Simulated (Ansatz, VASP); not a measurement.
# K in VASP and in Ansatz

```
K
1.0
    -2.48710    2.48710    2.74890
     2.48710   -2.48710    2.74890
     2.48710    2.48710   -2.74890
K
1
Cartesian
  0.0000 0.0000 0.0000
```

Change from the starting cell: strain -0.050 along x and y, +0.050 along z, atoms carried along.

Alike in both runs: task single point; functional PBE; k mesh 14 × 14 × 14; occupations gaussian, width 0.15 eV; no spin polarisation.

|  | VASP | Ansatz |
| --- | --- | --- |
| version | VASP 6.6.1 | Ansatz 0.2.0 |
| potentials or method | VASP PAW PBE potentials, release 64 (K_sv), cutoff 520 eV | scalar-relativistic, plane waves, PAW |
| valence electrons in the cell | 9 | 9 |

|  | VASP | Ansatz | Ansatz less VASP |
| --- | --- | --- | --- |
| gap on the k mesh at the Fermi level (eV) | none | none | - |
| pressure (GPa) | 0.3 | 0.3 | +0.01 |

A gap of «none» marks a metal or a gap that the smearing closes. With one functional, cell and mesh, what is left measures potentials, basis and numerics.
